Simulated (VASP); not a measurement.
# CuI (Fm-3m) in VASP: a series of runs

Runs on CuI. Level: PBE. Tasks: single point.

All numbers are computed with VASP 6.6.1; they aren't measurements. Logs are shortened: lines on timing, memory, paths and dates and some standing lists are left out, and cuts for length are marked.

## (1) The cell of the first run

The structure is cubic, space group Fm-3m (No. 225). The conventional cell has a = 5.607 Å, b = 5.607 Å, c = 5.607 Å, α = 90.00°, β = 90.00°, γ = 90.00°. I (site symmetry m-3m) has 6 Cu at 2.80 Å within 3.7 Å. Cu (site symmetry m-3m) has 6 I at 2.80 Å within 3.7 Å.

## (2) Single point, PBE

The input, INCAR:

```
  PREC = Accurate
  ENCUT = 520
  EDIFF = 1E-6
  ISMEAR = -1
  SIGMA = 0.05
  LREAL = False
  LASPH = True
  NELM = 80
  ALGO = Normal
  ISIF = 2
  LWAVE = False
  LCHARG = False
  GGA = PE
  NBANDS = 16
```

The input, KPOINTS:

```
Automatic mesh
0
Gamma
  8 8 8
```

The input, POSCAR:

```
CuI
1.0
    0.0000000000      2.8036626263      2.8036626263
    2.8036626263      0.0000000000      2.8036626263
    2.8036626263      2.8036626263      0.0000000000
I Cu
1 1
Direct
    0.5000000000      0.5000000000      0.5000000000
    0.0000000000      0.0000000000      0.0000000000
```

Potentials or basis: VASP PAW PBE potentials, release 64 (I, Cu).

On the command line:

```sh
cat potpaw_PBE.64/I/POTCAR potpaw_PBE.64/Cu/POTCAR > POTCAR
mpirun -np 1 vasp_std > vasp.out
```

OUTCAR:

```text
PREC = Accurate
   ENCUT = 520
   EDIFF = 1E-6
   ISMEAR = -1
   LREAL = False
   LASPH = True
   NELM = 80
   ISIF = 2
   GGA = PE

 ion  position               nearest neighbor table
   1  0.500  0.500  0.500-   2 2.80   2 2.80   2 2.80   2 2.80   2 2.80   2 2.80
   2  0.000  0.000  0.000-   1 2.80   1 2.80   1 2.80   1 2.80   1 2.80   1 2.80

  LATTYP: Found a face centered cubic cell.
 ALAT       =     5.6073252526

  Lattice vectors:

 A1 = (   0.0000000000,   2.8036626263,   2.8036626263)
 A2 = (   2.8036626263,   0.0000000000,   2.8036626263)
 A3 = (   2.8036626263,   2.8036626263,   0.0000000000)

Analysis of symmetry for initial positions (statically):
=====================================================================
 Subroutine PRICEL returns:
 Original cell was already a primitive cell.

 Routine SETGRP: Setting up the symmetry group for a
 face centered cubic supercell.

 Subroutine GETGRP returns: Found 48 space group operations
 (whereof 48 operations were pure point group operations)
 out of a pool of 48 trial point group operations.

The static configuration has the point symmetry O_h .

Analysis of symmetry for dynamics (positions and initial velocities):
=====================================================================
 Subroutine PRICEL returns:
 Original cell was already a primitive cell.

 Routine SETGRP: Setting up the symmetry group for a
 face centered cubic supercell.

 Subroutine GETGRP returns: Found 48 space group operations
 (whereof 48 operations were pure point group operations)
 out of a pool of 48 trial point group operations.

The dynamic configuration has the point symmetry O_h .

 Subroutine INISYM returns: Found 48 space group operations
 (whereof 48 operations are pure point group operations),
 and found     1 'primitive' translations

----------------------------------------------------------------------------------------

                                     Primitive cell

  volume of cell :      44.0765

  direct lattice vectors                    reciprocal lattice vectors
     0.000000000  2.803662626  2.803662626    -0.178338148  0.178338148  0.178338148
     2.803662626  0.000000000  2.803662626     0.178338148 -0.178338148  0.178338148
     2.803662626  2.803662626  0.000000000     0.178338148  0.178338148 -0.178338148

  length of vectors
     3.964977710  3.964977710  3.964977710     0.308890733  0.308890733  0.308890733

  position of ions in fractional coordinates (direct lattice)
     0.500000000  0.500000000  0.500000000
[... 72 lines left out ...]
   ISPIN  =      1    spin polarized calculation?
   LNONCOLLINEAR =      F non collinear calculations
   LSORBIT =      F    spin-orbit coupling
   LASPH  =      T    aspherical Exc in radial PAW
   ENCUT  =  520.0 eV  38.22 Ry    6.18 a.u.   7.37  7.37  7.37*2*pi/ulx,y,z
   NELM   =     80;   NELMIN=  2; NELMDL= -5     # of ELM steps
   EDIFF  = 0.1E-05   stopping-criterion for ELM
   LREAL  =      F    real-space projection
[... 7 lines left out ...]
   TEBEG  =    0.0;   TEEND  =   0.0 temperature during run
   PSTRESS=    0.0 pullay stress
   NELECT =      18.0000    total number of electrons
   NUPDOWN=      -1.0000    fix difference up-down
   EMIN   =  10.00;   EMAX   =-10.00  energy-range for DOS
   EFERMI =   0.00;   METHOD = LEGACY
   ISMEAR =    -1;   SIGMA  =   0.05  broadening in eV -4-tet -1-fermi 0-gaus
   EFERMI_NEDOS =   21; number of points for ismear=-14 and -15
   IALGO  =     38    algorithm
   IMIX   =      4    mixing-type and parameters
     AMIX     =   0.40;   BMIX     =  1.00
     AMIX_MAG =   1.60;   BMIX_MAG =  1.00
  volume/ion in A,a.u.               =      22.04       148.72
  Fermi-wavevector in a.u.,A,eV,Ry     =   1.214591  2.295243 20.071727  1.475230
  Thomas-Fermi vector in A             =   2.350005
   LORBIT       =      0    0 simple, 1 ext, 2 COOP (PROOUT), +10 PAW based schemes
   GGA     = PE    functional components
   LHFCALC =     F    Hartree Fock is set to
   AEXX    =    0.0000 exact exchange contribution
   IVDW    =     0    specifies the selected vdW correction
   LEPSILON=     F    determine dielectric tensor
   LRPA    =     F    only Hartree local field effects (RPA)
 non-spin polarized calculation
  energy-cutoff  :      520.00
  volume of cell :       44.08
 maximum number of plane-waves:      1243
 NGX is ok and might be reduce to    30
   NGX = 15   NGY = 15   NGZ = 15

 number of electron      18.0000007 magnetization

 Free energy of the ion-electron system (eV)
  ---------------------------------------------------
  ext. energy  EPLUGINS =         0.00000000
  ---------------------------------------------------
  free energy    TOTEN  =        -5.05988626 eV

  energy without entropy =       -5.05476308  energy(sigma->0) =       -5.05732467

 E-fermi :   7.0685     XC(G=0): -10.3274

 val. band max:        7.0360895218   @ k =   0.5000   0.0000   0.0000
 cond. band min:       7.0850392678   @ k =   0.3750   0.3750   0.0000
 fundamental gap:      0.0489497460
 Fermi energy:         7.0684695690

 k-point     1 :       0.0000    0.0000    0.0000
  band No.  band energies     occupation
      1      -7.6679      2.00000
      2       4.8090      2.00000
      3       4.8090      2.00000
      4       4.8255      2.00000
      5       4.8255      2.00000
      6       4.8255      2.00000
[... 433 lines left out ...]
      3       2.6019      2.00000
      4       3.1194      2.00000
      5       5.0469      2.00000
      6       5.0668      2.00000
[... 8 lines left out ...]
     15      17.1291      0.00000
     16      20.1989      0.00000

 [... further k-points ...]

------------------------ aborting loop because EDIFF is reached ----------------------------------------

  FORCE on cell =-STRESS in cart. coord.  units (eV):
  Direction    XX          YY          ZZ          XY          YZ          ZX
  --------------------------------------------------------------------------------------
  -------------------------------------------------------------------------------------
  Total        1.0540175      1.0540175      1.0540175      0.0000000      0.0000000      0.0000000
  in kB       38.3134386     38.3134386     38.3134386      0.0000000      0.0000000      0.0000000
  external PRESSURE =      38.3134386 kB  Pullay stress =       0.0000000 kB

 VOLUME and BASIS-vectors are now :
 -----------------------------------------------------------------------------
  energy-cutoff  :      520.00
  volume of cell :       44.08
      direct lattice vectors                 reciprocal lattice vectors
     0.000000000  2.803662626  2.803662626    -0.178338148  0.178338148  0.178338148
     2.803662626  0.000000000  2.803662626     0.178338148 -0.178338148  0.178338148
     2.803662626  2.803662626  0.000000000     0.178338148  0.178338148 -0.178338148

 POSITION                                       TOTAL-FORCE (eV/Angst)
 -----------------------------------------------------------------------------------
      2.80366      2.80366      2.80366         0.000000      0.000000      0.000000
      0.00000      0.00000      0.00000        -0.000000     -0.000000     -0.000000
 -----------------------------------------------------------------------------------
    total drift:                               -0.000000      0.000000      0.000000

  FREE ENERGIE OF THE ION-ELECTRON SYSTEM (eV)
  ---------------------------------------------------
  free  energy   TOTEN  =        -5.0598862617 eV

  energy  without entropy=       -5.0547630813  energy(sigma->0) =       -5.05732467
```

OSZICAR:

```text
N       E                     dE             d eps       ncg     rms          rms(c)
DAV:   1     0.956305285680E+02    0.95631E+02   -0.81394E+03   952   0.128E+03
DAV:   2     0.601434851725E+00   -0.95029E+02   -0.87465E+02  1008   0.233E+02
DAV:   3    -0.515318219557E+01   -0.57546E+01   -0.56614E+01  1224   0.624E+01
DAV:   4    -0.530516044986E+01   -0.15198E+00   -0.15192E+00  1176   0.875E+00
DAV:   5    -0.531026662594E+01   -0.51062E-02   -0.51061E-02  1376   0.166E+00    0.809E+00
DAV:   6    -0.530365334439E+01    0.66133E-02   -0.34444E+00   960   0.491E+01    0.456E+00
DAV:   7    -0.505915663187E+01    0.24450E+00   -0.97006E-01  1008   0.327E+01    0.228E+00
DAV:   8    -0.506437238634E+01   -0.52158E-02   -0.51599E-02  1352   0.398E+00    0.974E-01
DAV:   9    -0.505982114485E+01    0.45512E-02   -0.15892E-02  1200   0.360E+00    0.155E-01
DAV:  10    -0.505997140574E+01   -0.15026E-03   -0.62095E-04  1432   0.474E-01    0.127E-01
DAV:  11    -0.505988483194E+01    0.86574E-04   -0.55806E-04  1200   0.650E-01    0.134E-02
DAV:  12    -0.505988693489E+01   -0.21029E-05   -0.28940E-05  1384   0.678E-02    0.193E-02
DAV:  13    -0.505988626169E+01    0.67319E-06   -0.90293E-07   768   0.284E-02
   1 F= -.50598863E+01 E0= -.50573247E+01  d E =-.512318E-02
```

stdout:

```text
POSCAR found type information on POSCAR I Cu
 POSCAR found :  2 types and       2 ions
 scaLAPACK will be used
 LDA part: xc-table for (Slater+PW92), standard interpolation
 POSCAR, INCAR and KPOINTS ok, starting setup
 FFT: planning ... GRIDC
 FFT: planning ... GRID_SOFT
 FFT: planning ... GRID
 WAVECAR not read
 entering main loop
```

Run time: 10 s. Hardware: 1 thread of Intel Xeon 6975P-C (Granite Rapids), shared host; peak memory 0.17 GiB.

What came out:

```
Free energy            : -5.0599 eV
Pressure               : 3.8 GPa
Band gap on the k mesh : zero (band 9 reaches 7.04 eV, above the bottom of band 10 at 6.48 eV)
```

Caveat: spin-orbit coupling is left out, which moves the levels of the heavy elements; semilocal functionals often make such compounds metallic where correlation or magnetic order opens a gap, which also shifts bond lengths.

## (3) Single point, PBE

This run uses another cell than the first one, of 22.51 Å³/atom, 1.021 times its volume.

The input, INCAR:

```
SYSTEM = CuI
ALGO     = Normal         ! electronic algorithm
EDIFF    = 1E-7           ! SCF threshold, eV
ENCUT    = 520            ! plane-wave cutoff, eV
GGA      = PE             ! functional
ISIF     = 2              ! what is computed and relaxed
ISMEAR   = -1             ! smearing method
LASPH    = .True.         ! aspherical terms in the spheres
LCHARG   = .False.        ! write CHGCAR
LREAL    = .False.        ! projectors in reciprocal space
LWAVE    = .False.        ! write WAVECAR
NBANDS   = 16             ! bands
NELM     = 80             ! most SCF steps
PREC     = Accurate       ! precision mode
SIGMA    = 0.05           ! smearing width, eV
```

The input, KPOINTS:

```
k-points
0
Gamma
  8 8 8
  0 0 0
```

The input, POSCAR:

```
CuI
1.0
    0.0000000000      2.8234073798      2.8234073798
    2.8234073798      0.0000000000      2.8234073798
    2.8234073798      2.8234073798      0.0000000000
I Cu
1 1
Direct
    0.5000000000      0.5000000000      0.5000000000
    0.0000000000      0.0000000000      0.0000000000
```

Potentials or basis: VASP PAW PBE potentials, release 64 (I, Cu).

On the command line:

```sh
cat potpaw_PBE.64/I/POTCAR potpaw_PBE.64/Cu/POTCAR > POTCAR
mpirun -np 1 vasp_std > vasp.out
```

It took 12 s on 1 thread of Intel Xeon 6975P-C (Granite Rapids), shared host; peak memory 0.17 GiB.

Results (log left out):

```
Free energy            : -5.0783 eV
Pressure               : 2.5 GPa
Band gap on the k mesh : zero (band 9 reaches 6.75 eV, above the bottom of band 10 at 6.23 eV)
```

Levels at points of the mesh, in eV from the Fermi level:
```
           k point  band 5  band 6  band 7  band 8  band 9  band 10  band 11  band 12  band 13  band 14
(0.00, 0.00, 0.00)   -2.16   -2.16   -1.90   -1.90   -1.90     1.01     7.28     7.28     7.28     8.73
(0.50, 0.00, 0.00)   -1.92   -1.92   -1.82   -0.04   -0.04     2.69     4.29     4.29     5.81    10.84
(0.50, 0.50, 0.00)   -2.45   -2.05   -1.83   -1.83   -1.71    -0.57     4.29    10.20    10.20    10.67
```

Caveat: spin-orbit coupling is left out, which moves the levels of the heavy elements; semilocal functionals often make such compounds metallic where correlation or magnetic order opens a gap, which also shifts bond lengths.

(Continued in part 2 of 2.)
